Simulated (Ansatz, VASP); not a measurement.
Two plane-wave programs on SrCl2

File INCAR:

```
SYSTEM = SrCl2
ALGO = Normal
EDIFF = 1E-6
ENCUT = 520
GGA = PE
ISIF = 2
ISMEAR = 0
LASPH = .TRUE.
LCHARG = .FALSE.
LREAL = .FALSE.
LWAVE = .FALSE.
NBANDS = 19
NELM = 100
PREC = Accurate
SIGMA = 0.05
```

Contents of KPOINTS:

```
k-points
0
G
  6 6 6
  0 0 0
```

The input POSCAR:

```
SrCl2
1.0
    0.0000000000      3.6951876143      3.4488417733
    3.4136495103      0.0000000000      3.4488417733
    3.4136495103      3.6951876143      0.0000000000
Sr Cl
1 2
Direct
    0.0000000000      0.0000000000      0.0000000000
    0.2500000000      0.2500000000      0.2500000000
    0.7500000000      0.7500000000      0.7500000000
```

Input for Ansatz:

```yaml
crystal:
  lattice:
    - [0.0, 3.6951876143, 3.4488417733]
    - [3.4136495103, 0.0, 3.4488417733]
    - [3.4136495103, 3.6951876143, 0.0]
  atoms:
    - { symbol: Sr, position: [0.0, 0.0, 0.0] }
    - { symbol: Cl, position: [0.25, 0.25, 0.25] }
    - { symbol: Cl, position: [0.75, 0.75, 0.75] }
basis:
  ecutwfc: 420
kpoints:
  mp_grid: { grid: [6, 6, 6] }
hamiltonian:
  xc: pbe
scf:
  occupations: { method: gaussian, width: 0.05 }
output:
  forces: true
  stress: true
  eigenvalues: true
```

Change from the starting cell: strain +e along x and -e along y -0.0400, strain +e along z and -e/2 along x and y -0.0200.

Alike in both runs: task single point; functional PBE; k mesh 6 × 6 × 6; occupations gaussian, width 0.05 eV; no spin polarisation.

```csv
,VASP,Ansatz
version,VASP 6.6.1,Ansatz 0.2.0
potentials or method,"VASP PAW PBE potentials, release 64 (Sr_sv, Cl), cutoff 520 eV","scalar-relativistic, plane waves, PAW"
valence electrons in the cell,24,24
```

|  | VASP | Ansatz | Ansatz less VASP |
| --- | --- | --- | --- |
| gap on the k mesh at the Fermi level (eV) | 4.87 | 4.87 | +0.004 |
| least direct gap on the mesh (eV) | 5.16 | 5.16 | +0.001 |
| pressure (GPa) | 0.2 | 0.1 | -0.07 |
| traceless stress, the component that is largest in VASP (GPa) | -2.44 | -2.45 | -0.014 |

With one functional, cell and mesh, what is left measures potentials, basis and numerics.
